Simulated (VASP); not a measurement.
RbVF3:

```
CELL_PARAMETERS angstrom
4.18200 0.00000 0.00000
0.00000 4.18200 0.00000
0.00000 0.00000 4.18200
ATOMIC_POSITIONS crystal
Rb 0.00000 0.00000 0.00000
V 0.50000 0.50000 0.50000
F 0.50000 0.50000 0.00000
F 0.00000 0.50000 0.50000
F 0.50000 0.00000 0.50000
```

Base run:

| Property | Result |
| --- | --- |
| Program | VASP 6.6.1 |
| Functional | LDA |
| Potentials or basis | VASP PAW LDA potentials, release 64 (Rb_sv, V_sv, F) |
| Cutoff | 520 eV |
| k mesh | 5 × 5 × 5 |
| Occupations | gaussian, width 0.05 eV |
| Spin | collinear spin, ferromagnetic start |
| Starting moments | [0.0, 3.0, 0.0, 0.0, 0.0] μB |
| Hubbard terms | V d U = 4.0 eV |

Its results: band gap on the k mesh 2.28 eV (least direct gap 3.38 eV); pressure -3.2 GPa.

Problem. After a change of settings the same cell gave: band gap on the k mesh zero (an odd number of electrons rules out a gap without spin polarisation); pressure -7.4 GPa. Which change was it?
A. spin from collinear spin, ferromagnetic start to no spin polarisation; further incar settings from ALGO = Normal; EDIFF = 1e-06; NBANDS = 34 to ALGO = Normal; EDIFF = 1e-06; NBANDS = 30
B. further incar settings from ALGO = Normal; EDIFF = 1e-06; NBANDS = 34 to ALGO = Normal; EDIFF = 1e-07; NBANDS = 34; moments at the start from [0.0, 3.0, 0.0, 0.0, 0.0] to [0.0, 2.48, 0.02, 0.02, 0.02]
C. moments at the start from [0.0, 3.0, 0.0, 0.0, 0.0] to [0.0, 2.25, 0.02, 0.02, 0.02]

Solution. A.

Caveats: the cell stands under tension; an odd mesh through Γ misses points on the zone boundary, where band edges can lie (at least some runs); an odd number of electrons without spin polarisation forces a metal (at least some runs); a magnetic or distorted state may lie lower (at least some runs); U without spin polarisation on a metal has little footing (at least some runs).
